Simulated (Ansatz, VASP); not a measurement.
**One calculation of Hf4N, two programs**

```
CELL_PARAMETERS angstrom
3.20809 -5.64021 0.00000
3.20809 5.64021 0.00000
0.00000 0.00000 5.15902
ATOMIC_POSITIONS crystal
Hf 0.33385 0.66615 0.26093
Hf 0.66615 0.33385 0.73907
Hf 0.83385 0.16615 0.23907
Hf 0.16615 0.83385 0.76093
Hf 0.17353 0.32647 0.75000
Hf 0.67353 0.82647 0.75000
Hf 0.32647 0.17353 0.25000
Hf 0.82647 0.67353 0.25000
N 0.50000 0.50000 0.50000
N 0.00000 0.00000 0.00000
```

Alike in both runs: functional PBE; k mesh 6 × 6 × 6; occupations gaussian, width 0.1 eV; no spin polarisation.

Ansatz relaxed the structure, and its values are those at the end. VASP's run is a single point on that final structure, the one shown.

|  | VASP | Ansatz |
| --- | --- | --- |
| version | VASP 6.6.1 | Ansatz 0.2.0 |
| potentials or method | VASP PAW PBE potentials, release 64 (Hf_pv, N), cutoff 520 eV | scalar-relativistic, plane waves, PAW |
| valence electrons in the cell | 90 | 218 |

|  | VASP | Ansatz | Ansatz less VASP |
| --- | --- | --- | --- |
| gap on the k mesh at the Fermi level (eV) | none | none | - |
| pressure (GPa) | -0.8 | 0.0 | +0.82 |
| rms of the force components (eV/Å) | 0.036 | 0.002 | -0.0334 |

A gap of «none» marks a metal or a gap that the smearing closes. VASP's potentials hold 90 valence electrons a cell and Ansatz's 218, so a difference there can come from the potentials and not from the codes.

Spin-orbit coupling is off throughout.
